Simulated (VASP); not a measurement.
**P5C: single point with PBE**

Crystal: P5C.

```
CELL_PARAMETERS angstrom
4.63506 0.00000 0.00000
-2.31753 4.01408 0.00000
0.00000 0.00000 6.29187
ATOMIC_POSITIONS crystal
P 0.66667 0.33333 0.79599
P 0.00000 0.00000 0.00000
P 0.66667 0.33333 0.20401
P 0.33333 0.66667 0.20401
P 0.33333 0.66667 0.79599
C 0.00000 0.00000 0.50000
```

```json
{"Program": "VASP 6.6.1", "Task": "single point", "Functional": "PBE", "Potentials or basis": "VASP PAW PBE potentials, release 64 (P, C)", "Cutoff": "520 eV", "k mesh": "6 × 6 × 4", "Occupations": "gaussian, width 0.1 eV", "Spin": "collinear spin, ferromagnetic start", "Starting moments": "[0.0, 0.0, 0.0, 0.0, 0.0, 1.0] μB", "Dipole correction": "no", "Further INCAR settings": "ALGO = Normal; EDIFF = 1e-06; NBANDS = 28"}
```

- Pressure: -12.7 GPa
- Largest force: 1.407 eV/Å
- Net moment: 1.68 μB per cell
- Site moments: P +0.00, -0.03; C +0.82 μB
- Valence electrons inside the program's atomic spheres: P 2.29, 2.28; C 2.01

Forces on the atoms (eV/Å):
```
P    0.000  0.000  1.407
P    0.000  0.000  0.000
P    0.000  0.000 -1.407
P    0.000  0.000 -1.407
P    0.000  0.000  1.407
C    0.000  0.000  0.000
```

Stress tensor (GPa, compression positive):
```
-10.61   0.00   0.00
  0.00 -10.61   0.00
  0.00   0.00 -16.77
```

Levels at points of the mesh, in eV from the Fermi level:
Spin up:
```tsv
k point	band 13	band 14	band 15	band 16	band 17	band 18
(0.00, 0.00, 0.00)	-2.36	-1.51	-0.92	-0.58	-0.58	0.22
(0.50, 0.00, 0.00)	-0.66	-0.35	0.66	0.75	0.99	2.05
(0.00, 0.00, 0.50)	-2.58	-1.39	-1.36	-1.36	-0.05	0.23
(0.50, 0.00, 0.50)	-0.59	-0.12	0.07	0.18	0.87	1.65
```
Spin down:
| k point | band 10 | band 11 | band 12 | band 13 | band 14 | band 15 | band 16 | band 17 |
| --- | --- | --- | --- | --- | --- | --- | --- | --- |
| (0.00, 0.00, 0.00) | -3.42 | -3.37 | -2.35 | -2.35 | -1.00 | -0.93 | 0.79 | 0.94 |
| (0.50, 0.00, 0.00) | -3.18 | -2.57 | -0.64 | 0.01 | 0.27 | 1.80 | 1.85 | 2.05 |
| (0.00, 0.00, 0.50) | -3.33 | -3.33 | -2.56 | -2.56 | -1.39 | -0.15 | -0.15 | -0.06 |
| (0.50, 0.00, 0.50) | -2.47 | -2.28 | -0.51 | -0.45 | 0.16 | 0.85 | 1.22 | 1.83 |

It took 110 s on 1 thread of Intel(R) Xeon(R) Platinum 8488C (Sapphire Rapids), on a shared host, peak memory 0.32 GiB.

Caveat: forces of over 1 eV/Å act on the atoms, so gaps and moduli don't describe the material at rest.
